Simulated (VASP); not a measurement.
Ni: single point with LDA

The system is Ni.

```
CELL_PARAMETERS angstrom
-1.25282 1.25282 1.25282
1.25282 -1.25282 1.25282
1.25282 1.25282 -1.25282
ATOMIC_POSITIONS crystal
Ni 0.00000 0.00000 0.00000
```

This cell differs from its parent crystal: volume scaled by 0.78.

```
Program             : VASP 6.6.1
Task                : single point
Functional          : LDA
Potentials or basis : VASP PAW LDA potentials, release 64 (Ni)
Cutoff              : 520 eV
k mesh              : 22 × 22 × 22
Occupations         : fermi-dirac, width 0.1 eV
Spin                : collinear spin, ferromagnetic start
Starting moments    : [1.0] μB
```

```
Pressure               : 111.1 GPa
Band gap on the k mesh : zero (filled and empty bands overlap)
Net moment             : 0.00 μB per cell
```

Levels at points of the mesh, in eV from the Fermi level:
Spin up:
```tsv
k point	band 3	band 4	band 5	band 6	band 7	band 8
(0.00, 0.00, 0.00)	-3.07	-3.07	-0.91	-0.91	29.77	29.77
(0.50, 0.00, 0.00)	-0.96	-0.62	-0.08	0.67	9.63	22.00
(0.50, 0.50, 0.50)	0.29	0.29	0.29	12.05	12.05	12.05
```
Spin down:
```
           k point  band 1  band 2  band 3  band 4  band 5  band 6  band 7  band 8  band 9  band 10
(0.00, 0.00, 0.00)  -11.29   -3.07   -3.07   -3.07   -0.91   -0.91   29.77   29.77   29.77    37.47
(0.50, 0.00, 0.00)   -6.70   -4.61   -0.96   -0.62   -0.08    0.67    9.63   22.00   25.37    29.34
(0.50, 0.50, 0.50)   -6.43   -6.43    0.29    0.29    0.29   12.05   12.05   12.05   19.52    19.52
```

Wall time 26 s on 1 thread of Intel(R) Xeon(R) Platinum 8488C (Sapphire Rapids), with other jobs on the host, peak memory 0.16 GiB.
